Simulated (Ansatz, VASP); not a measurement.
## ZnCuH3 in VASP and in Ansatz

```xyz
5
Lattice="3.5258 0.0000 0.0000 0.0000 3.5258 0.0000 0.0000 0.0000 3.5258" Properties=species:S:1:pos:R:3 pbc="T T T"
Zn    1.7629    1.7629    1.7629
Cu    0.0000    0.0000    3.5258
H     0.0000    1.7629    1.7629
H     1.7629    0.0000    1.7629
H     1.7629    1.7629    0.0000
```

Alike in both runs: functional PBE; k mesh 8 × 8 × 8; occupations gaussian, width 0.1 eV; no spin polarisation.

Ansatz relaxed the structure, and its values are those at the end. VASP's run is a single point on that final structure, the one shown.

|  | VASP | Ansatz |
| --- | --- | --- |
| version | VASP 6.6.1 | Ansatz 0.2.0 |
| potentials or method | VASP PAW PBE potentials, release 64 (Zn, Cu, H), cutoff 520 eV | scalar-relativistic, plane waves, PAW |
| valence electrons in the cell | 26 | 34 |

```tsv
	VASP	Ansatz	Ansatz less VASP
gap on the k mesh at the Fermi level (eV)	none	none	-
pressure (GPa)	0.1	0.1	-0.05
```

A gap of «none» marks a metal or a gap that the smearing closes. The functional is the same, so the differences come from potentials, cutoffs and numerics. VASP's potentials hold 26 valence electrons a cell and Ansatz's 34, so a difference there can come from the potentials and not from the codes.
